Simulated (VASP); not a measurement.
# In3As (P6_3/mmc) in VASP: relaxation of cell and atoms with PBE

Aim: the relaxation of cell and atoms of In3As with PBE.

All numbers are computed with VASP 6.6.1; they aren't measurements. Logs are shortened: lines on timing, memory, paths and dates and some standing lists are left out, and cuts for length are marked.

## 1. The cell of the first run

It takes space group P6_3/mmc (No. 194, hexagonal). The conventional cell has a = 6.663 Å, b = 6.663 Å, c = 5.348 Å, α = 90.00°, β = 90.00°, γ = 120.00°. In (site symmetry mm2) has 4 As at 3.29 to 3.33 Å and 8 In at 3.30 to 3.34 Å within 4.3 Å. As (site symmetry -6m2) has 12 In at 3.29 to 3.33 Å within 4.3 Å.

## 2. Relaxation of cell and atoms, PBE

Contents of INCAR:

```
SYSTEM = In3As
ALGO = Fast
EDIFF = 1E-6
EDIFFG = -0.01
ENCUT = 600
GGA = PE
IBRION = 2
ISIF = 3
ISMEAR = 0
LASPH = .True.
LCHARG = .False.
LREAL = .False.
LWAVE = .False.
NELM = 100
NSW = 100
PREC = Accurate
SIGMA = 0.1
```

Contents of KPOINTS:

```
k-points
0
Gamma
  6 6 8
  0 0 0
```

Contents of POSCAR:

```
In3As
1.0
    6.6625557636      0.0000000000      0.0000000000
   -3.3312778818      5.7699425454      0.0000000000
    0.0000000000      0.0000000000      5.3477289815
In As
6 2
Direct
    0.8330000000      0.6660000000      0.2500000000
    0.1670000000      0.8330000000      0.7500000000
    0.3340000000      0.1670000000      0.2500000000
    0.1670000000      0.3340000000      0.7500000000
    0.8330000000      0.1670000000      0.2500000000
    0.6660000000      0.8330000000      0.7500000000
    0.3333333333      0.6666666667      0.2500000000
    0.6666666667      0.3333333333      0.7500000000
```

Potentials or basis: VASP PAW PBE potentials, release 64 (In_d, As).

On the command line:

```console
cat potpaw_PBE.64/In_d/POTCAR potpaw_PBE.64/As/POTCAR > POTCAR
mpirun -np 1 vasp_std > vasp.out
```

OUTCAR:

```text
SYSTEM = In3As
   EDIFF = 1E-6
   EDIFFG = -0.01
   ENCUT = 600
   GGA = PE
   IBRION = 2
   ISIF = 3
   ISMEAR = 0
   LASPH = .True.
   LREAL = .False.
   NELM = 100
   NSW = 100
   PREC = Accurate

 ion  position               nearest neighbor table
   1  0.833  0.666  0.250-   8 3.29   8 3.29   2 3.30   2 3.30   6 3.30   6 3.30   5 3.32   3 3.32
                             7 3.33   7 3.33   5 3.34   3 3.34
   2  0.167  0.833  0.750-   7 3.29   7 3.29   3 3.30   3 3.30   1 3.30   1 3.30   4 3.32   6 3.32
                             8 3.33   8 3.33   4 3.34   6 3.34
   3  0.334  0.167  0.250-   8 3.29   8 3.29   2 3.30   2 3.30   4 3.30   4 3.30   1 3.32   5 3.32
                             7 3.33   7 3.33   1 3.34   5 3.34
   4  0.167  0.334  0.750-   7 3.29   7 3.29   3 3.30   3 3.30   5 3.30   5 3.30   2 3.32   6 3.32
                             8 3.33   8 3.33   2 3.34   6 3.34
   5  0.833  0.167  0.250-   8 3.29   8 3.29   6 3.30   6 3.30   4 3.30   4 3.30   1 3.32   3 3.32
                             7 3.33   7 3.33   1 3.34   3 3.34
   6  0.666  0.833  0.750-   7 3.29   7 3.29   5 3.30   5 3.30   1 3.30   1 3.30   4 3.32   2 3.32
                             8 3.33   8 3.33   4 3.34   2 3.34
   7  0.333  0.667  0.250-   2 3.29   2 3.29   4 3.29   4 3.29   6 3.29   6 3.29   3 3.33   1 3.33
                             5 3.33   5 3.33   3 3.33   1 3.33
   8  0.667  0.333  0.750-   5 3.29   5 3.29   1 3.29   1 3.29   3 3.29   3 3.29   6 3.33   4 3.33
                             2 3.33   2 3.33   6 3.33   4 3.33

  LATTYP: Found a hexagonal cell.
 ALAT       =     6.6625557636
 C/A-ratio  =     0.8026542923

  Lattice vectors:

 A1 = (   6.6625557636,   0.0000000000,   0.0000000000)
 A2 = (  -3.3312778818,   5.7699425454,   0.0000000000)
 A3 = (   0.0000000000,   0.0000000000,   5.3477289815)

Analysis of symmetry for initial positions (statically):
=====================================================================
 Subroutine PRICEL returns:
 Original cell was already a primitive cell.

 Routine SETGRP: Setting up the symmetry group for a
 hexagonal supercell.

 Subroutine GETGRP returns: Found 24 space group operations
 (whereof 12 operations were pure point group operations)
 out of a pool of 24 trial point group operations.

The static configuration has the point symmetry D_3d.
 The point group associated with its full space group is D_6h.

Analysis of symmetry for dynamics (positions and initial velocities):
=====================================================================
 Subroutine PRICEL returns:
 Original cell was already a primitive cell.

 Routine SETGRP: Setting up the symmetry group for a
 hexagonal supercell.

 Subroutine GETGRP returns: Found 24 space group operations
 (whereof 12 operations were pure point group operations)
 out of a pool of 24 trial point group operations.

The dynamic configuration has the point symmetry D_3d.
 The point group associated with its full space group is D_6h.

 Subroutine INISYM returns: Found 24 space group operations
 (whereof 12 operations are pure point group operations),
 and found     1 'primitive' translations

----------------------------------------------------------------------------------------

                                     Primitive cell

  volume of cell :     205.5804

  direct lattice vectors                    reciprocal lattice vectors
     6.662555764  0.000000000  0.000000000     0.150092552  0.086655976  0.000000000
    -3.331277882  5.769942545  0.000000000     0.000000000  0.173311951  0.000000000
     0.000000000  0.000000000  5.347728982     0.000000000  0.000000000  0.186995265

  length of vectors
     6.662555764  6.662555764  5.347728982     0.173311951  0.173311951  0.186995265

  position of ions in fractional coordinates (direct lattice)
     0.833000000  0.666000000  0.250000000
     0.167000000  0.833000000  0.750000000
     0.334000000  0.167000000  0.250000000
     0.167000000  0.334000000  0.750000000
     0.833000000  0.167000000  0.250000000
     0.666000000  0.833000000  0.750000000
     0.333333333  0.666666667  0.250000000
     0.666666667  0.333333333  0.750000000

  ion indices of the primitive-cell ions
   primitive index   ion index
                 1           1
                 2           2
                 3           3
                 4           4
                 5           5
                 6           6
                 7           7
                 8           8

----------------------------------------------------------------------------------------

 KPOINTS: k-points

Automatic generation of k-mesh.
 Grid dimensions read from file:
 generate k-points for:    6    6    8

 Generating k-lattice:

  Cartesian coordinates                     Fractional coordinates (reciprocal lattice)
     0.025015425  0.014442663  0.000000000     0.166666667 -0.000000000  0.000000000
     0.000000000  0.028885325  0.000000000     0.000000000  0.166666667  0.000000000
     0.000000000  0.000000000  0.023374408     0.000000000  0.000000000  0.125000000

  Length of vectors
     0.028885325  0.028885325  0.023374408

  Shift w.r.t. Gamma in fractional coordinates (k-lattice)
     0.000000000  0.000000000  0.000000000

 Subroutine IBZKPT returns following result:
 ===========================================

 Found     35 irreducible k-points:

 Following reciprocal coordinates:
            Coordinates               Weight
  0.000000  0.000000  0.000000      1.000000
  0.166667  0.000000  0.000000      6.000000
  0.333333 -0.000000  0.000000      6.000000
  0.500000  0.000000  0.000000      3.000000
  0.166667  0.166667  0.000000      6.000000
  0.333333  0.166667  0.000000     12.000000
[... 16 lines left out ...]
  0.166667  0.000000  0.375000     12.000000
  0.333333 -0.000000  0.375000     12.000000
 [... further k-points ...]
   k-points           NKPTS =     35   k-points in BZ     NKDIM =     35   number of bands    NBANDS=     52
   number of dos      NEDOS =    301   number of ions     NIONS =      8
   total plane-waves  NPLWV = 139968
   dimension x,y,z NGX =    54 NGY =   54 NGZ =   48
   dimension x,y,z NGXF=   108 NGYF=  108 NGZF=   96
   ions per type =               6   2
   NGX,Y,Z   is equivalent  to a cutoff of  13.47, 13.47, 14.92 a.u.
   NGXF,Y,Z  is equivalent  to a cutoff of  26.95, 26.95, 29.84 a.u.
 SYSTEM =  In3As
   PREC   = accura    normal or accurate (medium, high low for compatibility)
   ISTART =      0    job   : 0-new  1-cont  2-samecut
   ICHARG =      2    charge: 1-file 2-atom 10-const
   ISPIN  =      1    spin polarized calculation?
   LNONCOLLINEAR =      F non collinear calculations
   LSORBIT =      F    spin-orbit coupling
   LASPH  =      T    aspherical Exc in radial PAW
   ENCUT  =  600.0 eV  44.10 Ry    6.64 a.u.  13.31 13.31 10.68*2*pi/ulx,y,z
   NELM   =    100;   NELMIN=  2; NELMDL= -5     # of ELM steps
   EDIFF  = 0.1E-05   stopping-criterion for ELM
   LREAL  =      F    real-space projection
   EDIFFG = -.1E-01   stopping-criterion for IOM
   NSW    =    100    number of steps for IOM
   IBRION =      2    ionic relax: 0-MD 1-quasi-New 2-CG
   NFREE  =      1    steps in history (QN), initial steepest desc. (CG)
   ISIF   =      3    stress and relaxation
   ISYM   =      2    0-nonsym 1-usesym 2-fastsym
   POTIM  = 0.5000    time-step for ionic-motion
   TEBEG  =    0.0;   TEEND  =   0.0 temperature during run
   PSTRESS=    0.0 pullay stress
   NELECT =      88.0000    total number of electrons
   NUPDOWN=      -1.0000    fix difference up-down
   EMIN   =  10.00;   EMAX   =-10.00  energy-range for DOS
   EFERMI =   0.00;   METHOD = LEGACY
   ISMEAR =     0;   SIGMA  =   0.10  broadening in eV -4-tet -1-fermi 0-gaus
   EFERMI_NEDOS =   21; number of points for ismear=-14 and -15
   IALGO  =     68    algorithm
   IMIX   =      4    mixing-type and parameters
     AMIX     =   0.40;   BMIX     =  1.00
     AMIX_MAG =   1.60;   BMIX_MAG =  1.00
  volume/ion in A,a.u.               =      25.70       173.42
  Fermi-wavevector in a.u.,A,eV,Ry     =   1.233792  2.331528 20.711356  1.522242
  Thomas-Fermi vector in A             =   2.368508
   LORBIT       =      0    0 simple, 1 ext, 2 COOP (PROOUT), +10 PAW based schemes
   GGA     = PE    functional components
   LHFCALC =     F    Hartree Fock is set to
   AEXX    =    0.0000 exact exchange contribution
   IVDW    =     0    specifies the selected vdW correction
   LEPSILON=     F    determine dielectric tensor
   LRPA    =     F    only Hartree local field effects (RPA)
 conjugate gradient relaxation of ions
 non-spin polarized calculation
 RMM-DIIS sequential band-by-band and
 Gauss-broadening in eV      SIGMA  =   0.10
  energy-cutoff  :      600.00
  volume of cell :      205.58
 maximum number of plane-waves:      6890
 NGX is ok and might be reduce to    54
   NGX = 27   NGY = 27   NGZ = 21

--------------------------------------- Ionic step        1  -------------------------------------------

 number of electron      88.0000030 magnetization

 Free energy of the ion-electron system (eV)
  ---------------------------------------------------
  ext. energy  EPLUGINS =         0.00000000
  ---------------------------------------------------
  free energy    TOTEN  =       -24.19480587 eV

  energy without entropy =      -24.17037576  energy(sigma->0) =      -24.18259081

------------------------ aborting loop because EDIFF is reached ----------------------------------------

  FORCE on cell =-STRESS in cart. coord.  units (eV):
  Direction    XX          YY          ZZ          XY          YZ          ZX
  --------------------------------------------------------------------------------------
  -------------------------------------------------------------------------------------
  Total        0.2522117      0.2522117     -0.6635448      0.0000000      0.0000000     -0.0000000
  in kB        1.9655952      1.9655952     -5.1712923      0.0000000      0.0000000     -0.0000000
  external PRESSURE =      -0.4133673 kB  Pullay stress =       0.0000000 kB
[... 107 lines left out ...]
  FREE ENERGIE OF THE ION-ELECTRON SYSTEM (eV)
  ---------------------------------------------------
  free  energy   TOTEN  =       -24.2434188334 eV

  energy  without entropy=      -24.2239571598  energy(sigma->0) =      -24.23368800

[... ionic steps 4 to 8 ...]

--------------------------------------- Ionic step        9  -------------------------------------------

 number of electron      88.0000017 magnetization

------------------------ aborting loop because EDIFF is reached ----------------------------------------

  FORCE on cell =-STRESS in cart. coord.  units (eV):
  Direction    XX          YY          ZZ          XY          YZ          ZX
  --------------------------------------------------------------------------------------
  -------------------------------------------------------------------------------------
  Total       -0.0534800     -0.0534800     -0.0399445      0.0000000      0.0000000      0.0000000
  in kB       -0.4130448     -0.4130448     -0.3085053      0.0000000      0.0000000      0.0000000
  external PRESSURE =      -0.3781983 kB  Pullay stress =       0.0000000 kB
[... 69 lines left out ...]
  energy  without entropy=      -24.2407765785  energy(sigma->0) =      -24.24960956

--------------------------------------- Ionic step       11  -------------------------------------------

 number of electron      88.0000017 magnetization

 Free energy of the ion-electron system (eV)
  ---------------------------------------------------
  ext. energy  EPLUGINS =         0.00000000
  ---------------------------------------------------
  free energy    TOTEN  =       -24.25855532 eV

  energy without entropy =      -24.24083259  energy(sigma->0) =      -24.24969396

 E-fermi :   6.4260     XC(G=0): -10.0599

 val. band max:        6.3850579136   @ k =   0.3333   0.1667   0.5000
 cond. band min:       6.4276574952   @ k =   0.3333   0.3333   0.0000
 fundamental gap:      0.0425995817
 Fermi energy:         6.4259673126

 k-point     1 :       0.0000    0.0000    0.0000
  band No.  band energies     occupation
      1      -8.1719      2.00000
      2      -8.1519      2.00000
      3      -8.1519      2.00000
      4      -8.1434      2.00000
      5      -8.0923      2.00000
      6      -8.0822      2.00000
[... 1309 lines left out ...]
     51      10.2510      0.00000
     52      10.3859      0.00000

 [... further k-points ...]
[... 5 lines left out ...]
  --------------------------------------------------------------------------------------
  -------------------------------------------------------------------------------------
  Total       -0.0343872     -0.0343872     -0.0010096      0.0000000     -0.0000000      0.0000000
  in kB       -0.2658048     -0.2658048     -0.0078037      0.0000000     -0.0000000      0.0000000
  external PRESSURE =      -0.1798044 kB  Pullay stress =       0.0000000 kB
[... 23 lines left out ...]
  FREE ENERGIE OF THE ION-ELECTRON SYSTEM (eV)
  ---------------------------------------------------
  free  energy   TOTEN  =       -24.2585553208 eV

  energy  without entropy=      -24.2408325939  energy(sigma->0) =      -24.24969396

 reached required accuracy - stopping structural energy minimisation
```

Wall time 59 min (1 thread of Intel Xeon Platinum 8488C (Sapphire Rapids), shared host); peak memory 0.62 GiB.

What came out:

- Free energy: -24.2586 eV
- Relaxed volume: 25.91 Å³/atom
- Relaxed cell: a = 6.814 Å, b = 6.814 Å, c = 5.155 Å, α = 90.00°, β = 90.00°, γ = 120.00°
- Space group after relaxing (to 0.1 Å): P6_3/mmc (No. 194)
- Energy gained by relaxing: 8.0 meV/atom
- Ionic steps: 11
- Pressure after relaxing: 0.0 GPa
- Largest force after relaxing: 0.005 eV/Å
- Band gap on the k mesh: zero (bands 44 and 45 overlap by 1.81 eV)

Forces on the atoms (eV/Å):
```
In   0.000  0.005  0.000
In  -0.005  0.003  0.000
In  -0.005 -0.003  0.000
In   0.000 -0.005  0.000
In   0.005 -0.003  0.000
In   0.005  0.003  0.000
As   0.000  0.000  0.000
As   0.000  0.000  0.000
```

Step by step:
| step | energy change (eV) | largest force (eV/Å) | pressure (GPa) | volume (Å³) |
| --- | --- | --- | --- | --- |
| 1 | 0.0000 | 0.2570 | -0.04 | 205.58 |
| 2 | -0.0202 | 0.1889 | 0.09 | 205.38 |
| 3 | -0.0486 | 0.0214 | 0.27 | 204.88 |
| 4 | -0.0507 | 0.0502 | 0.43 | 204.68 |
| 5 | -0.0581 | 0.0439 | -0.20 | 207.93 |
| 6 | -0.0581 | 0.0454 | -0.24 | 208.36 |
| 7 | -0.0631 | 0.0205 | -0.11 | 207.75 |
| 8 | -0.0636 | 0.0147 | -0.07 | 207.53 |
| 9 | -0.0636 | 0.0128 | -0.04 | 207.45 |
| 10 | -0.0636 | 0.0124 | -0.02 | 207.42 |
| 11 | -0.0637 | 0.0054 | -0.02 | 207.27 |

Final structure:
```yaml
crystal:
  lattice:
    - [6.81367, 0.00000, 0.00000]
    - [-3.40683, 5.90081, 0.00000]
    - [0.00000, 0.00000, 5.15529]
  atoms:
    - { symbol: In, position: [0.82801, 0.65603, 0.25000] }
    - { symbol: In, position: [0.17199, 0.82801, 0.75000] }
    - { symbol: In, position: [0.34397, 0.17199, 0.25000] }
    - { symbol: In, position: [0.17199, 0.34397, 0.75000] }
    - { symbol: In, position: [0.82801, 0.17199, 0.25000] }
    - { symbol: In, position: [0.65603, 0.82801, 0.75000] }
    - { symbol: As, position: [0.33333, 0.66667, 0.25000] }
    - { symbol: As, position: [0.66667, 0.33333, 0.75000] }
```

Levels at points of the mesh, in eV from the Fermi level:
| k point | band 42 | band 43 | band 44 | band 45 | band 46 | band 47 |
| --- | --- | --- | --- | --- | --- | --- |
| (0.00, 0.00, 0.00) | -0.39 | -0.39 | 0.45 | 0.45 | 0.74 | 1.29 |
| (0.50, 0.00, 0.00) | -0.89 | -0.82 | -0.79 | -0.34 | 0.30 | 0.77 |
| (0.00, 0.00, 0.50) | -3.15 | -2.91 | -2.91 | 2.54 | 2.54 | 3.10 |
| (0.50, 0.00, 0.50) | -0.92 | -0.34 | -0.34 | 1.18 | 1.18 | 1.38 |

Caveat: spin-orbit coupling is left out, which moves the levels of the heavy elements.

The gap in the log of VASP goes by the Fermi energy; the results here count the filled bands.